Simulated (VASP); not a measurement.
A run of VASP 6.6.1:

File INCAR:

```
SYSTEM = AlP
ALGO     = Normal         ! electronic algorithm
EDIFF    = 1E-6           ! SCF threshold, eV
ENCUT    = 500            ! plane-wave cutoff, eV
GGA      = PS             ! functional
GGA_COMPAT= .False.      
ISIF     = 2              ! what is computed and relaxed
ISMEAR   = 0              ! smearing method
LASPH    = .True.         ! aspherical terms in the spheres
LCHARG   = .False.        ! write CHGCAR
LREAL    = .False.        ! projectors in reciprocal space
LWAVE    = .False.        ! write WAVECAR
NBANDS   = 11             ! bands
NELM     = 120            ! most SCF steps
PREC     = Accurate       ! precision mode
SIGMA    = 0.02           ! smearing width, eV
```

Contents of KPOINTS:

```
k-points
0
Gamma
  6 6 6
  0 0 0
```

The input POSCAR:

```
AlP
1.0
    0.0000000000      2.7351565840      2.7351565840
    2.7351565840      0.0000000000      2.7351565840
    2.7351565840      2.7351565840      0.0000000000
Al P
1 1
Direct
    0.0000000000      0.0000000000      0.0000000000
    0.2500000000      0.2500000000      0.2500000000
```

Potentials or basis: VASP PAW PBE potentials, release 64 (Al, P).

The run is started by

```console
$ cat potpaw_PBE.64/Al/POTCAR potpaw_PBE.64/P/POTCAR > POTCAR
$ mpirun -np 1 vasp_std > vasp.out
```

Hardware: 1 thread of Intel Xeon 8259CL, on a shared host.

Question: Estimate the wall time of this run.

Answer: It took 7.9 s on 1 thread of Intel Xeon 8259CL, with other jobs on the host, peak memory 0.15 GiB. Counts: scf iterations 12, k points 16.
